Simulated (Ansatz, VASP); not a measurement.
## One calculation of CaO, two programs

INCAR

```
PREC = Accurate
ENCUT = 520
EDIFF = 1E-7
ISMEAR = 0
SIGMA = 0.01
LREAL = False
LASPH = True
NELM = 80
ALGO = Normal
ISIF = 2
LWAVE = False
LCHARG = True
GGA = PS
LELF = True
LVHAR = True
NBANDS = 15
```

Contents of KPOINTS:

```
Automatic mesh
0
Gamma
  8 8 8
```

Contents of POSCAR:

```
CaO
1.0
    2.3580845819      2.3580845819      0.0000000000
   -2.3580845819      2.3580845819      0.0000000000
    0.0000000000      2.3580845819      2.3580845819
Ca O
1 1
Direct
    0.0000000000      0.0000000000      0.0000000000
    0.5000000000      0.5000000000      0.0000000000
```

Input for Ansatz:

```yaml
crystal:
  lattice:
    - [2.35808458189, 2.35808458189, 0.0]
    - [-2.35808458189, 2.35808458189, 0.0]
    - [0.0, 2.35808458189, 2.35808458189]
  atoms:
    - { symbol: Ca, position: [0.0, 0.0, 0.0] }
    - { symbol: O, position: [0.5, 0.5, 0.0] }
kpoints:
  mp_grid: { grid: [8, 8, 8] }
scf:
  occupations: { method: fixed }
  convergence: { dr2_threshold: 1.0e-10 }
hamiltonian:
  xc: pbesol
  pseudopotentials: { kind: all_electron, lapw: { basis_error: 0.0005 } }
output:
  forces: true
  stress: true
  eigenstates:
    kpoints:
      - [0.0, 0.0, 0.0]
      - [-0.5, 0.5, 0.0]
      - [-0.5, -0.5, -0.5]
      - [0.0, 0.0, -0.5]
      - [0.0, -0.5, -0.5]
      - [0.0, 0.5, 0.0]
      - [-0.5, 0.0, 0.0]
      - [-0.5, 0.0, -0.5]
  eigenvalues: true
```

Alike in both runs: task single point; functional PBEsol; k mesh 8 × 8 × 8; no spin polarisation.

|  | VASP | Ansatz |
| --- | --- | --- |
| version | VASP 6.6.1 | Ansatz 0.2.0 |
| potentials or method | VASP PAW PBE potentials, release 64 (Ca_sv, O), cutoff 520 eV | all-electron LAPW, scalar-relativistic |
| occupations | gaussian, width 0.01 eV | fixed |

Ansatz gave:

| Quantity | Value |
| --- | --- |
| gap on the k mesh at the Fermi level (eV) | 3.52 |
| pressure (GPa) | 4.0 |

Q: Which values does VASP return?

A: gap on the k mesh at the Fermi level (eV): 3.50; pressure (GPa): 4.8.

VASP's potentials were made for PBE, not for PBEsol. Ansatz ran all-electron here, and VASP with PAW potentials.
